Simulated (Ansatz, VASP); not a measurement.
ZnS in VASP and in Ansatz

File INCAR:

```
PREC = Accurate ; ENCUT = 520
EDIFF = 1E-6 ; ISMEAR = 0
SIGMA = 0.05 ; LREAL = False
LASPH = True ; NELM = 100
ALGO = Normal ; ISIF = 2
LWAVE = False ; LCHARG = False
GGA = CA ; NBANDS = 46
```

The input KPOINTS:

```
Automatic mesh
0
Gamma
  6 6 6
```

The input POSCAR:

```
ZnS
1.0
    5.4093000000      0.0000000000      0.0000000000
    0.0000000000     -5.4093000000      0.0000000000
    0.0000000000      0.0000000000     -5.4093000000
Zn S
4 4
Direct
    0.0000000000      0.5000000000      0.5000000000
    0.5000000000      0.0000000000      0.5000000000
    0.5000000000      0.5000000000      0.0000000000
    0.0000000000      0.0000000000      0.0000000000
    0.7500000000      0.7623306158      0.7500000000
    0.2500000000      0.2500000000      0.7500000000
    0.2500000000      0.7500000000      0.2500000000
    0.7500000000      0.2500000000      0.2500000000
```

Input for Ansatz:

```yaml
crystal:
  lattice:
    - [5.4093, 0.0, 0.0]
    - [0.0, -5.4093, 0.0]
    - [0.0, 0.0, -5.4093]
  atoms:
    - { symbol: Zn, position: [0.0, 0.5, 0.5] }
    - { symbol: Zn, position: [0.5, 0.0, 0.5] }
    - { symbol: Zn, position: [0.5, 0.5, 0.0] }
    - { symbol: Zn, position: [0.0, 0.0, 0.0] }
    - { symbol: S, position: [0.75, 0.7623306158, 0.75] }
    - { symbol: S, position: [0.25, 0.25, 0.75] }
    - { symbol: S, position: [0.25, 0.75, 0.25] }
    - { symbol: S, position: [0.75, 0.25, 0.25] }
basis:
  ecutwfc: 420
kpoints:
  mp_grid: { grid: [6, 6, 6] }
hamiltonian:
  xc: lda
scf:
  occupations: { method: gaussian, width: 0.05 }
output:
  forces: true
  stress: true
  eigenvalues: true
  write_density: true
  write_potential: true
  elf: true
  volumetric_format: npy
```

Alike in both runs: task single point; functional LDA; k mesh 6 × 6 × 6; occupations gaussian, width 0.05 eV; no spin polarisation.

|  | VASP | Ansatz |
| --- | --- | --- |
| version | VASP 6.6.1 | Ansatz 0.2.0 |
| potentials or method | VASP PAW LDA potentials, release 64 (Zn, S), cutoff 520 eV | scalar-relativistic, plane waves, PAW |
| valence electrons in the cell | 72 | 72 |

|  | VASP | Ansatz | Ansatz less VASP |
| --- | --- | --- | --- |
| gap on the k mesh at the Fermi level (eV) | 1.86 | 1.83 | -0.031 |
| least direct gap on the mesh (eV) | 1.86 | 1.83 | -0.031 |
| pressure (GPa) | -4.6 | -4.7 | -0.15 |
| traceless stress, the component that is largest in VASP (GPa) | -0.30 | -0.30 | +0.007 |
| rms of the force components (eV/Å) | 0.132 | 0.131 | -0.0011 |

LDA's correlation is that of Perdew and Zunger in VASP and of Perdew and Wang (1992) in Ansatz. Atom by atom the forces differ by 0.001 eV/Å (rms over components).
